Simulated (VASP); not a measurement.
**MgS5: single point with PBE**

The system is MgS5.

```xyz
6
Lattice="5.7810 0.0000 0.0000 -2.8905 5.0065 0.0000 0.0000 0.0000 4.7323" Properties=species:S:1:pos:R:3 pbc="T T T"
Mg    0.0000    0.0000    0.0000
S     2.8905    0.0000    2.3661
S     1.4453    2.5033    2.3661
S    -1.4453    2.5033    2.3661
S     0.0000    3.3377    0.0000
S     2.8905    1.6688    0.0000
```

```json
{
  "Program": "VASP 6.6.1",
  "Task": "single point",
  "Functional": "PBE",
  "Potentials or basis": "VASP PAW PBE potentials, release 64 (Mg, S)",
  "Cutoff": "520 eV",
  "k mesh": "3 × 3 × 4",
  "Occupations": "gaussian, width 0.1 eV",
  "Spin": "no spin polarisation",
  "Dipole correction": "no",
  "Further INCAR settings": "ALGO = Normal; EDIFF = 1e-06; NBANDS = 25"
}
```

* Pressure: -8.4 GPa
* Band gap on the k mesh: zero (band 16 reaches 4.27 eV, above the bottom of band 17 at 2.72 eV)

Stress tensor (GPa, compression positive):
```
 -6.59   0.00   0.00
  0.00  -6.59   0.00
  0.00   0.00 -12.08
```

Levels at points of the mesh, in eV from the Fermi level:
| k point | band 12 | band 13 | band 14 | band 15 | band 16 | band 17 | band 18 | band 19 | band 20 | band 21 |
| --- | --- | --- | --- | --- | --- | --- | --- | --- | --- | --- |
| (0.00, 0.00, 0.00) | -2.20 | -1.62 | -1.62 | -0.63 | -0.52 | -0.52 | 0.89 | 1.58 | 1.58 | 2.55 |
| (0.00, 0.00, 0.50) | -1.63 | -1.63 | -1.22 | 0.69 | 0.82 | 0.92 | 1.27 | 1.27 | 1.55 | 1.55 |

Run time: 74 s on 1 thread of AMD EPYC 7R13 (shared host), peak memory 0.23 GiB.

Caveat: the k points lie up to 0.42 Å⁻¹ apart.
